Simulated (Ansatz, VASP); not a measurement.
This is a calculation of LaMnIn for VASP 6.6.1.

INCAR

```
ALGO     = Normal         # electronic algorithm
EDIFF    = 1E-6           # SCF threshold, eV
ENCUT    = 520            # plane-wave cutoff, eV
GGA      = PE             # functional
ISIF     = 2              # what is computed and relaxed
ISMEAR   = -1             # smearing method
ISPIN    = 2              # spin polarisation
LASPH    = True           # aspherical terms in the spheres
LCHARG   = True           # write CHGCAR
LELF     = True           # ELF
LMAXMIX  = 6              # l up to which the mixer works
LORBIT   = 11             # projections on sites
LREAL    = False          # projectors in reciprocal space
LVHAR    = True         
LWAVE    = False          # write WAVECAR
MAGMOM   = 0 0 4          # initial moments
NBANDS   = 30             # bands
NELM     = 150            # most SCF steps
NUPDOWN  = 4.0            # fixed moment
PREC     = Accurate       # precision mode
SIGMA    = 0.05           # smearing width, eV
```

Contents of KPOINTS:

```
k-points
0
Gamma
  6 6 6
```

POSCAR

```
LaMnIn
1.0
    4.5933407550      0.0000000000      0.0000000000
   -2.2966703775      3.9779497821      0.0000000000
    0.0000000000      0.0000000000      4.0965590000
La In Mn
1 1 1
Direct
    0.0000000000      0.0000000000      0.0000000000
    0.3333333333      0.6666666667      0.5000000000
    0.6666666667      0.3333333333      0.5000000000
```

Potentials or basis: VASP PAW PBE potentials, release 64 (La, In_d, Mn_pv).

Launch:

```sh
$ cat potpaw_PBE.64/La/POTCAR potpaw_PBE.64/In_d/POTCAR potpaw_PBE.64/Mn_pv/POTCAR > POTCAR
$ mpirun -np 1 vasp_std > vasp.out
```

Set up the same calculation for Ansatz 0.2.0. Potentials there: Ansatz PAW.

As run (the cutoff follows the program's own potentials):

File input.yaml:

```yaml
crystal:
  lattice:
    - [4.593340755, 0.0, 0.0]
    - [-2.2966703775, 3.9779497821, 0.0]
    - [0.0, 0.0, 4.096559]
  atoms:
    - { symbol: La, position: [0.0, 0.0, 0.0] }
    - { symbol: In, position: [0.3333333333, 0.6666666667, 0.5] }
    - { symbol: Mn, position: [0.6666666667, 0.3333333333, 0.5], spin: 4.0 }
hamiltonian:
  xc: pbe
  pseudopotentials: { kind: paw }
magnetization:
  spin_polarized: true
  initial_magnetization: 4.0
  spin_locking: { lock_magnetization: hard }
kpoints:
  mp_grid: { grid: [6, 6, 6] }
scf:
  occupations: { method: fermi_dirac, width: 0.05 }
  lower_state_search: "off"
output:
  forces: true
  stress: true
  eigenvalues: true
```

Potentials or basis: Ansatz PAW.

Run with:

```bash
$ ansatz run input.yaml --threads 2 --pin off --max-ram 5632MiB --backend cpu --events-out ev --progress --plain --runs-dir out
```

Both were run:

|  | VASP | Ansatz | Ansatz less VASP |
| --- | --- | --- | --- |
| pressure (GPa) | 5.7 | 5.7 | +0.04 |
| traceless stress, the component that is largest in VASP (GPa) | -3.74 | -3.74 | -0.002 |
| net moment per atom (μB) | 1.33 | 1.33 | 0.000 |
| size of the moment on the site where the two differ most (μB) | 3.71 | 3.68 | -0.025 |

Site moments also hang on the region over which each program counts them. VASP's potentials hold 37 valence electrons a cell and Ansatz's 39, so a difference there can come from the potentials and not from the codes.

Neither program's run includes spin-orbit coupling.
